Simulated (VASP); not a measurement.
# Cd (P6_3/mmc) in VASP: notebook, part 3 of 3

VASP 6.6.1. The steps go on from the part before.

### 7 Single point, PBE

Input file INCAR:

```
ALGO = Normal
EDIFF = 1E-6
ENCUT = 500
GGA = PE
GGA_COMPAT = F
ISIF = 2
ISMEAR = 1
LASPH = T
LCHARG = F
LREAL = F
LWAVE = F
NBANDS = 19
NELM = 120
PREC = Accurate
SIGMA = 0.27211386245988
```

Input file KPOINTS:

```
k-points
0
Gamma
  6 6 4
```

Input file POSCAR:

```
Cd
1.0
    2.9788725081      0.0000000000      0.0000000000
   -1.4894362540      2.5797792666      0.0000000000
    0.0000000000      0.0000000000      5.6176500000
Cd
2
Direct
    0.3333333333      0.6666666667      0.2500000000
    0.6666666667      0.3333333333      0.7500000000
```

Potentials or basis: VASP PAW PBE potentials, release 64 (Cd).

The run is started by

```sh
$ cat potpaw_PBE.64/Cd/POTCAR > POTCAR
$ mpirun -np 1 vasp_std > vasp.out
```

OUTCAR:

```text
EDIFF = 1E-6
   ENCUT = 500
   GGA = PE
   ISIF = 2
   ISMEAR = 1
   LASPH = T
   LREAL = F
   NELM = 120
   PREC = Accurate

 ion  position               nearest neighbor table
   1  0.333  0.667  0.250-   2 3.29   2 3.29   2 3.29   2 3.29   2 3.29   2 3.29
   2  0.667  0.333  0.750-   1 3.29   1 3.29   1 3.29   1 3.29   1 3.29   1 3.29

  LATTYP: Found a hexagonal cell.
 ALAT       =     2.9788725081
 C/A-ratio  =     1.8858309594

  Lattice vectors:

 A1 = (   2.9788725081,   0.0000000000,   0.0000000000)
 A2 = (  -1.4894362540,   2.5797792666,   0.0000000000)
 A3 = (   0.0000000000,   0.0000000000,   5.6176500000)

Analysis of symmetry for initial positions (statically):
=====================================================================
 Subroutine PRICEL returns:
 Original cell was already a primitive cell.

 Routine SETGRP: Setting up the symmetry group for a
 hexagonal supercell.

 Subroutine GETGRP returns: Found 24 space group operations
 (whereof 12 operations were pure point group operations)
 out of a pool of 24 trial point group operations.

The static configuration has the point symmetry D_3d.
 The point group associated with its full space group is D_6h.

Analysis of symmetry for dynamics (positions and initial velocities):
=====================================================================
 Subroutine PRICEL returns:
 Original cell was already a primitive cell.

 Routine SETGRP: Setting up the symmetry group for a
 hexagonal supercell.

 Subroutine GETGRP returns: Found 24 space group operations
 (whereof 12 operations were pure point group operations)
 out of a pool of 24 trial point group operations.

The dynamic configuration has the point symmetry D_3d.
 The point group associated with its full space group is D_6h.

 Subroutine INISYM returns: Found 24 space group operations
 (whereof 12 operations are pure point group operations),
 and found     1 'primitive' translations

----------------------------------------------------------------------------------------

                                     Primitive cell

  volume of cell :      43.1707

  direct lattice vectors                    reciprocal lattice vectors
     2.978872508  0.000000000  0.000000000     0.335697482  0.193815032  0.000000000
    -1.489436254  2.579779267  0.000000000     0.000000000  0.387630063  0.000000000
     0.000000000  0.000000000  5.617650000     0.000000000  0.000000000  0.178010378

  length of vectors
     2.978872508  2.978872508  5.617650000     0.387630063  0.387630063  0.178010378

  position of ions in fractional coordinates (direct lattice)
     0.333333333  0.666666667  0.250000000
     0.666666667  0.333333333  0.750000000

  ion indices of the primitive-cell ions
   primitive index   ion index
                 1           1
                 2           2

----------------------------------------------------------------------------------------

 KPOINTS: k-points

Automatic generation of k-mesh.
 Grid dimensions read from file:
 generate k-points for:    6    6    4

 Generating k-lattice:

  Cartesian coordinates                     Fractional coordinates (reciprocal lattice)
     0.055949580  0.032302505  0.000000000     0.166666667  0.000000000  0.000000000
     0.000000000  0.064605011  0.000000000     0.000000000  0.166666667  0.000000000
     0.000000000  0.000000000  0.044502595     0.000000000  0.000000000  0.250000000

  Length of vectors
     0.064605011  0.064605011  0.044502595

  Shift w.r.t. Gamma in fractional coordinates (k-lattice)
     0.000000000  0.000000000  0.000000000

 Subroutine IBZKPT returns following result:
 ===========================================

 Found     21 irreducible k-points:

 Following reciprocal coordinates:
            Coordinates               Weight
  0.000000  0.000000  0.000000      1.000000
  0.166667  0.000000  0.000000      6.000000
  0.333333  0.000000  0.000000      6.000000
  0.500000 -0.000000  0.000000      3.000000
  0.166667  0.166667  0.000000      6.000000
  0.333333  0.166667  0.000000     12.000000
[... 13 lines left out ...]
  0.333333  0.166667  0.500000     12.000000
  0.333333  0.333333  0.500000      2.000000
   k-points           NKPTS =     21   k-points in BZ     NKDIM =     21   number of bands    NBANDS=     19
   number of dos      NEDOS =    301   number of ions     NIONS =      2
   total plane-waves  NPLWV =  24192
   dimension x,y,z NGX =    24 NGY =   24 NGZ =   42
   dimension x,y,z NGXF=    48 NGYF=   48 NGZF=   84
   ions per type =               2
   NGX,Y,Z   is equivalent  to a cutoff of  13.39, 13.39, 12.43 a.u.
   NGXF,Y,Z  is equivalent  to a cutoff of  26.79, 26.79, 24.86 a.u.
 SYSTEM =  unknown system
   PREC   = accura    normal or accurate (medium, high low for compatibility)
   ISTART =      0    job   : 0-new  1-cont  2-samecut
   ICHARG =      2    charge: 1-file 2-atom 10-const
   ISPIN  =      1    spin polarized calculation?
   LNONCOLLINEAR =      F non collinear calculations
   LSORBIT =      F    spin-orbit coupling
   LASPH  =      T    aspherical Exc in radial PAW
   ENCUT  =  500.0 eV  36.75 Ry    6.06 a.u.   5.43  5.43 10.24*2*pi/ulx,y,z
   NELM   =    120;   NELMIN=  2; NELMDL= -5     # of ELM steps
   EDIFF  = 0.1E-05   stopping-criterion for ELM
   LREAL  =      F    real-space projection
   EDIFFG = 0.1E-04   stopping-criterion for IOM
   NSW    =      0    number of steps for IOM
   IBRION =     -1    ionic relax: 0-MD 1-quasi-New 2-CG
   NFREE  =      0    steps in history (QN), initial steepest desc. (CG)
   ISIF   =      2    stress and relaxation
   ISYM   =      2    0-nonsym 1-usesym 2-fastsym
   POTIM  = 0.5000    time-step for ionic-motion
   TEBEG  =    0.0;   TEEND  =   0.0 temperature during run
   PSTRESS=    0.0 pullay stress
   NELECT =      24.0000    total number of electrons
   NUPDOWN=      -1.0000    fix difference up-down
   EMIN   =  10.00;   EMAX   =-10.00  energy-range for DOS
   EFERMI =   0.00;   METHOD = LEGACY
   ISMEAR =     1;   SIGMA  =   0.27  broadening in eV -4-tet -1-fermi 0-gaus
   EFERMI_NEDOS =   21; number of points for ismear=-14 and -15
   IALGO  =     38    algorithm
   IMIX   =      4    mixing-type and parameters
     AMIX     =   0.40;   BMIX     =  1.00
     AMIX_MAG =   1.60;   BMIX_MAG =  1.00
  volume/ion in A,a.u.               =      21.59       145.67
  Fermi-wavevector in a.u.,A,eV,Ry     =   1.346115  2.543789 24.654109  1.812026
  Thomas-Fermi vector in A             =   2.473973
   LORBIT       =      0    0 simple, 1 ext, 2 COOP (PROOUT), +10 PAW based schemes
   GGA     = PE    functional components
   LHFCALC =     F    Hartree Fock is set to
   AEXX    =    0.0000 exact exchange contribution
   IVDW    =     0    specifies the selected vdW correction
   LEPSILON=     F    determine dielectric tensor
   LRPA    =     F    only Hartree local field effects (RPA)
 non-spin polarized calculation
 Methfessel and Paxton  Order N= 1 SIGMA  =   0.27
  energy-cutoff  :      500.00
  volume of cell :       43.17
 maximum number of plane-waves:      1130
 NGX is ok and might be reduce to    24
   NGX = 11   NGY = 11   NGZ = 21

 number of electron      23.9999993 magnetization

 Free energy of the ion-electron system (eV)
  ---------------------------------------------------
  ext. energy  EPLUGINS =         0.00000000
  ---------------------------------------------------
  free energy    TOTEN  =        -1.44043044 eV

  energy without entropy =       -1.44138460  energy(sigma->0) =       -1.44074850

 E-fermi :   3.2732     XC(G=0): -11.0287

 val. band max:        3.0681720703   @ k =   0.5000  -0.0000   0.5000
 cond. band min:       3.3143349143   @ k =   0.3333   0.3333   0.2500
 fundamental gap:      0.2461628440
 Fermi energy:         3.2731996492

 k-point     1 :       0.0000    0.0000    0.0000
  band No.  band energies     occupation
      1      -6.9009      2.00000
      2      -6.6340      2.00000
      3      -6.2763      2.00000
      4      -6.2763      2.00000
      5      -6.2252      2.00000
      6      -6.2252      2.00000
[... 11 lines left out ...]
     18      17.8690      0.00000
     19      18.7074      0.00000
[... 419 lines left out ...]
 k-point    21 :       0.3333    0.3333    0.5000
  band No.  band energies     occupation
      1      -6.4376      2.00000
      2      -6.4376      2.00000
      3      -6.2648      2.00000
      4      -6.2648      2.00000
      5      -6.0734      2.00000
      6      -6.0734      2.00000
[... 11 lines left out ...]
     18      12.8797      0.00000
     19      15.0200      0.00000

------------------------ aborting loop because EDIFF is reached ----------------------------------------

  FORCE on cell =-STRESS in cart. coord.  units (eV):
  Direction    XX          YY          ZZ          XY          YZ          ZX
  --------------------------------------------------------------------------------------
  -------------------------------------------------------------------------------------
  Total        1.2405726      1.2405726      0.9427212      0.0000000     -0.0000000      0.0000000
  in kB       46.0408794     46.0408794     34.9868380      0.0000000     -0.0000000      0.0000000
  external PRESSURE =      42.3561989 kB  Pullay stress =       0.0000000 kB

 VOLUME and BASIS-vectors are now :
 -----------------------------------------------------------------------------
  energy-cutoff  :      500.00
  volume of cell :       43.17
      direct lattice vectors                 reciprocal lattice vectors
     2.978872508  0.000000000  0.000000000     0.335697482  0.193815032  0.000000000
    -1.489436254  2.579779267  0.000000000     0.000000000  0.387630063  0.000000000
     0.000000000  0.000000000  5.617650000     0.000000000  0.000000000  0.178010378

 POSITION                                       TOTAL-FORCE (eV/Angst)
 -----------------------------------------------------------------------------------
     -0.00000      1.71985      1.40441        -0.000000      0.000000      0.000000
      1.48944      0.85993      4.21324         0.000000     -0.000000      0.000000
 -----------------------------------------------------------------------------------
    total drift:                                0.000000     -0.000000      0.000000

  FREE ENERGIE OF THE ION-ELECTRON SYSTEM (eV)
  ---------------------------------------------------
  free  energy   TOTEN  =        -1.4404304444 eV

  energy  without entropy=       -1.4413846024  energy(sigma->0) =       -1.44074850
```

stdout:

```text
POSCAR found type information on POSCAR Cd
 POSCAR found :  1 types and       2 ions
 scaLAPACK will be used
 LDA part: xc-table for (Slater+PW92), standard interpolation
 POSCAR, INCAR and KPOINTS ok, starting setup
 FFT: planning ... GRIDC
 FFT: planning ... GRID_SOFT
 FFT: planning ... GRID
 WAVECAR not read
 entering main loop
```

Run time: 11 s. Hardware: 1 thread of Intel Xeon Platinum 8559C (Emerald Rapids), shared host; peak memory 0.16 GiB.

Results:

| Property | Result |
| --- | --- |
| Free energy | -1.4404 eV |
| Pressure | 4.2 GPa |
| Band gap on the k mesh | zero (bands 12 and 13 overlap by 4.07 eV) |

Caveat: the k points lie up to 0.41 Å⁻¹ apart, too coarse for converged energies and pressures of a metal.

### 8 Overview

```csv
level,U,cell,k mesh,smearing,gap on the mesh (eV),pressure (GPa),largest force (eV/Å)
revPBE,-,"a = 2.979, b = 2.979, c = 5.618 Å, angles 90.0, 90.0, 120.0°, 2 atoms",1 × 4 × 5,gaussian 0.1 eV,none,-10.2,0.18
PBE+U,Cd d U = 2.2 eV,"a = 2.979, b = 2.979, c = 5.618 Å, angles 90.0, 90.0, 120.0°, 2 atoms","3 × 2 × 2, shifted",gaussian 0.1 eV,none,2.6,0.03
revPBE,-,"a = 2.895, b = 2.895, c = 5.460 Å, angles 90.0, 90.0, 120.0°, 2 atoms",6 × 6 × 4,methfessel-paxton 0.029 eV,none,13.4,-
PBEsol,-,"a = 2.954, b = 2.954, c = 5.570 Å, angles 90.0, 90.0, 120.0°, 2 atoms",6 × 6 × 4,gaussian 0.1 eV,none,1.4,-
PBE,-,"a = 2.979, b = 2.979, c = 5.618 Å, angles 90.0, 90.0, 120.0°, 2 atoms",6 × 6 × 4,methfessel-paxton 0.272114 eV,none,4.2,-
```

Alike in all rows: task single point; potentials or basis VASP PAW PBE potentials, release 64 (Cd); no spin polarisation; cutoff (eV) 500.

Caveats: all runs use coarse meshes; the PAW data sets were made with another functional, which shifts forces and pressure a little (at least some runs); U without spin polarisation on a metal has little footing (at least some runs); the U is typed as a test and isn't derived for this compound (at least some runs).

Total energies depend on the potentials used, so only differences within one code and one set of settings carry meaning.

The gap in the log of VASP goes by the Fermi energy; the results here count the filled bands.